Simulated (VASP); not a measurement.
CsSnI3:

```
CELL_PARAMETERS angstrom
6.29984 0.00000 0.00000
0.00000 6.29984 0.00000
0.00000 0.00000 6.29984
ATOMIC_POSITIONS crystal
Cs 0.00000 0.00000 0.00000
Sn 0.50000 0.50000 0.50000
I 0.00000 0.50000 0.50000
I 0.50000 0.00000 0.50000
I 0.50000 0.50000 0.00000
```

| Property | Result |
| --- | --- |
| Program | VASP 6.6.1 |
| Task | relaxation of cell and atoms |
| Functional | PBEsol |
| Potentials or basis | VASP PAW PBE potentials, release 64 (Cs_sv, Sn_d, I) |
| Cutoff | 600 eV |
| k mesh | 4 × 4 × 4 |
| Occupations | fermi-dirac, width 0.02 eV |
| Spin | no spin polarisation |

At the start: pressure -1.0 GPa; volume 50.01 Å³/atom.

**Question.** Where does the relaxation end?

**Answer.** Over 4 steps the energy falls by 11.4 meV/atom and the volume is 46.71 Å³/atom (-6.6 %); space group Pm-3m (No. 221, to 0.1 Å) before and after.

Step by step:
| step | energy change (eV) | largest force (eV/Å) | pressure (GPa) | volume (Å³) |
| --- | --- | --- | --- | --- |
| 1 | 0.0000 | 0.0000 | -1.05 | 250.03 |
| 2 | -0.0519 | 0.0000 | -0.35 | 238.39 |
| 3 | -0.0571 | 0.0000 | -0.02 | 233.88 |
| 4 | -0.0571 | 0.0000 | 0.00 | 233.57 |

Final structure:
```
Cs Sn I
1.0
     6.15843    0.00000    0.00000
     0.00000    6.15843    0.00000
     0.00000    0.00000    6.15843
Cs Sn I
1 1 3
Direct
  0.00000 0.00000 0.00000
  0.50000 0.50000 0.50000
  0.00000 0.50000 0.50000
  0.50000 0.00000 0.50000
  0.50000 0.50000 0.00000
```

Caveat: the PAW data sets were made with another functional, which shifts forces and pressure a little.
